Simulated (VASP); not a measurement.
# ZnSe (Stilleite) (F-43m) in VASP: notebook, part 2 of 2

VASP 6.6.1. The steps go on from the part before.

## 5. Relaxation of cell and atoms, PBE+D3(BJ)

This run uses another cell than the first one, of 22.76 Å³/atom, 1.007 times its volume.

The input, INCAR:

```
PREC = Accurate ; ENCUT = 600
EDIFF = 1E-6 ; ISMEAR = 0
SIGMA = 0.01 ; LREAL = False
LASPH = True ; NELM = 80
ALGO = Normal ; ISIF = 3
LWAVE = False ; LCHARG = False
GGA = PE ; IVDW = 12
IBRION = 2 ; NSW = 80
EDIFFG = -0.01
```

The input, KPOINTS:

```
Automatic mesh
0
Gamma
  7 7 7
```

The input, POSCAR:

```
ZnSe
1.0
    0.0000000000      2.8338000000      2.8338000000
    2.8338000000      0.0000000000      2.8338000000
    2.8338000000      2.8338000000      0.0000000000
Zn Se
1 1
Direct
    0.0000000000      0.0000000000      0.0000000000
    0.2500000000      0.2500000000      0.2500000000
```

Run with:

```console
$ cat potpaw_PBE.64/Zn/POTCAR potpaw_PBE.64/Se/POTCAR > POTCAR
$ mpirun -np 1 vasp_std > vasp.out
```

Wall time 19 s (1 thread of Intel Xeon 6975P-C (Granite Rapids), shared host); peak memory 0.2 GiB.

It converged, with:

```yaml
Free_energy: -6.6632 eV
Relaxed_volume: 22.67 Å³/atom
Relaxed_cell: a = 4.003 Å, b = 4.003 Å, c = 4.003 Å, α = 60.00°, β = 60.00°, γ = 60.00°
Space_group_after_relaxing_to_0.05_Å: F-43m (No. 216)
Energy_gained_by_relaxing: 0.0 meV/atom
Ionic_steps: 2
Pressure_after_relaxing: 0.0 GPa
Band_gap_on_the_k_mesh: 1.30 eV, direct
Dispersion_energy_per_atom: -0.324 eV
```

Final structure:
```cif
data_structure
_symmetry_space_group_name_H-M 'P 1'
_symmetry_Int_Tables_number 1
_cell_length_a 4.0027
_cell_length_b 4.0027
_cell_length_c 4.0027
_cell_angle_alpha 60.000
_cell_angle_beta 60.000
_cell_angle_gamma 60.000
_cell_volume 45.35
loop_
_atom_site_label
_atom_site_type_symbol
_atom_site_fract_x
_atom_site_fract_y
_atom_site_fract_z
_atom_site_occupancy
Zn1 Zn 0.00000 0.00000 0.00000 1
Se1 Se 0.25000 0.25000 0.25000 1
```

Levels at points of the mesh, in eV from the valence-band top:
| k point | band 5 | band 6 | band 7 | band 8 | band 9 | band 10 | band 11 | band 12 | band 13 |
| --- | --- | --- | --- | --- | --- | --- | --- | --- | --- |
| (0.00, 0.00, 0.00) | -6.19 | -6.19 | 0.00 | 0.00 | 0.00 | 1.30 | 5.80 | 5.80 | 5.80 |

## 6. Relaxation of cell and atoms, revPBE+D3(BJ)

This run uses another cell than the first one, of 22.76 Å³/atom, 1.007 times its volume.

The input, INCAR:

```
ALGO = Normal
EDIFF = 1E-7
EDIFFG = -0.01
ENCUT = 600
GGA = RE
IBRION = 2
ISIF = 3
ISMEAR = 0
IVDW = 12
LASPH = T
LCHARG = F
LREAL = F
LWAVE = F
NELM = 60
NSW = 80
PREC = Accurate
SIGMA = 0.01
```

The input, KPOINTS:

```
k-points
0
Gamma
  7 7 7
```

POSCAR is that of step 5.

Potentials or basis: VASP PAW PBE potentials, release 64 (Zn, Se).

Run with:

```console
$ cat potpaw_PBE.64/Zn/POTCAR potpaw_PBE.64/Se/POTCAR > POTCAR
$ mpirun -np 1 vasp_std > vasp.out
```

Wall time 30 s (1 thread of Intel Xeon 6975P-C (Granite Rapids), shared host); peak memory 0.2 GiB.

Results (log left out):

- Free energy: -6.6922 eV
- Relaxed volume: 22.36 Å³/atom
- Relaxed cell: a = 3.984 Å, b = 3.984 Å, c = 3.984 Å, α = 60.00°, β = 60.00°, γ = 60.00°
- Space group after relaxing (to 0.05 Å): F-43m (No. 216)
- Energy gained by relaxing: 1.4 meV/atom
- Ionic steps: 3
- Pressure after relaxing: 0.0 GPa
- Band gap on the k mesh: 1.48 eV, direct
- Dispersion energy per atom: -0.639 eV

Step by step:
```
step  energy change (eV)  largest force (eV/Å)  pressure (GPa)  volume (Å³)
   1              0.0000                0.0000           -1.10        45.51
   2             -0.0026                0.0000            0.33        44.49
   3             -0.0028                0.0000            0.01        44.71
```

Final structure:
```
Zn Se
1.0
     0.00000    2.81708    2.81708
     2.81708    0.00000    2.81708
     2.81708    2.81708    0.00000
Zn Se
1 1
Direct
  0.00000 0.00000 0.00000
  0.25000 0.25000 0.25000
```

Levels at points of the mesh, in eV from the valence-band top:
| k point | band 7 | band 8 | band 9 | band 10 | band 11 | band 12 |
| --- | --- | --- | --- | --- | --- | --- |
| (0.00, 0.00, 0.00) | 0.00 | 0.00 | 0.00 | 1.48 | 5.83 | 5.83 |

Caveat: the PAW data sets were made with another functional, which shifts forces and pressure a little.

## 7. Relaxation of cell and atoms, PBE+D4

This run uses another cell than the first one, of 22.76 Å³/atom, 1.007 times its volume.

The input, INCAR:

```
SYSTEM = ZnSe
ALGO = Normal
EDIFF = 1E-6
EDIFFG = -0.01
ENCUT = 600
GGA = PE
IBRION = 2
ISIF = 3
ISMEAR = 0
IVDW = 13
LASPH = .TRUE.
LCHARG = .FALSE.
LREAL = .FALSE.
LWAVE = .FALSE.
NELM = 100
NSW = 80
PREC = Accurate
SIGMA = 0.01
```

The input, KPOINTS:

```
k-points
0
G
  7 7 7
  0 0 0
```

POSCAR is that of step 6.

Run with:

```console
$ cat potpaw_PBE.64/Zn/POTCAR potpaw_PBE.64/Se/POTCAR > POTCAR
$ mpirun -np 1 vasp_std > vasp.out
```

Run time: 12 s. Hardware: 1 thread of Intel Xeon 6975P-C (Granite Rapids), shared host; peak memory 0.18 GiB.

It converged, with:

| Property | Result |
| --- | --- |
| Free energy | -6.6523 eV |
| Pressure after relaxing | 0.0 GPa |
| Band gap on the k mesh | 1.29 eV, direct |
| Dispersion energy per atom | -0.317 eV |

Final structure:
```xyz
2
Lattice="0.0000 2.8338 2.8338 2.8338 0.0000 2.8338 2.8338 2.8338 0.0000" Properties=species:S:1:pos:R:3 pbc="T T T"
Zn    0.0000    0.0000    0.0000
Se    1.4169    1.4169    1.4169
```

Levels at points of the mesh, in eV from the valence-band top:
```tsv
k point	band 6	band 7	band 8	band 9	band 10	band 11	band 12	band 13
(0.00, 0.00, 0.00)	-6.18	0.00	0.00	0.00	1.29	5.80	5.80	5.80
```

Caveat: the relaxation stopped at its first step, so nothing moved.

## 8. The runs side by side

```csv
task,level,cell,cutoff (eV),gap on the mesh (eV),pressure (GPa),relaxed volume (Å³/atom)
single point,PBE+D3(BJ),"a = 3.999 Å, angles 60.0°, 2 atoms",520,1.32,0.3,-
single point,revPBE+D3(BJ),"a = 3.979 Å, angles 60.0°, 2 atoms",520,1.50,0.3,-
single point,PBE+D4,"a = 4.002 Å, angles 60.0°, 2 atoms",520,1.31,0.2,-
relaxation of cell and atoms,PBE+D3(BJ),"relaxed from a = 4.008 Å, angles 60.0°, 2 atoms",600,1.30,0.0,22.67
relaxation of cell and atoms,revPBE+D3(BJ),"relaxed from a = 4.008 Å, angles 60.0°, 2 atoms",600,1.48,0.0,22.36
relaxation of cell and atoms,PBE+D4,"relaxed from a = 4.008 Å, angles 60.0°, 2 atoms",600,1.29,0.0,-
```

Alike in all rows: potentials or basis VASP PAW PBE potentials, release 64 (Zn, Se); no spin polarisation; k mesh 7 × 7 × 7; smearing gaussian 0.01 eV.

Caveats: the PAW data sets were made with another functional, which shifts forces and pressure a little (some runs); the relaxation stopped at its first step, so nothing moved (some runs).

Absolute energies hang on the potentials; compare differences alone.

## 9. Comparison with measurements

Step 2. Measured gap of ZnSe: 2.695 eV (an exciton energy, a little under the gap; 300 K; “Alloy Disordering Effects on the Thermal Conductivity and Energy Gap Temperature Dependence of Cd1−xZnxSe Ternary Crystals Grown by the Bridgman Method”, 2023, pmc:10253836). This calculation gives 1.32 eV (-1.38 eV). So large a miss can be the level of theory's own, or it may mean another phase, state or a wrong row. Spin-orbit coupling on Se is left out. The value is that of PBE+D3(BJ), without temperature or zero-point motion. Semilocal functionals fall short of measured gaps as a rule.

Step 3. Against the measured gap of ZnSe, 2.695 eV (an exciton energy, a little under the gap; 300 K; “Alloy Disordering Effects on the Thermal Conductivity and Energy Gap Temperature Dependence of Cd1−xZnxSe Ternary Crystals Grown by the Bridgman Method”, 2023, pmc:10253836), the calculated 1.50 eV is off by -1.20 eV. Spin-orbit coupling on Se is left out. The value is that of revPBE+D3(BJ), without temperature or zero-point motion. Semilocal functionals fall short of measured gaps as a rule.

Step 4. A measured gap of ZnSe is 2.695 eV (an exciton energy, a little under the gap; 300 K; “Alloy Disordering Effects on the Thermal Conductivity and Energy Gap Temperature Dependence of Cd1−xZnxSe Ternary Crystals Grown by the Bridgman Method”, 2023, pmc:10253836); the calculated 1.31 eV misses it by -1.39 eV. So large a miss can be the level of theory's own, or it may mean another phase, state or a wrong row. Spin-orbit coupling on Se is left out. The value is that of PBE+D4, without temperature or zero-point motion. Semilocal functionals fall short of measured gaps as a rule.
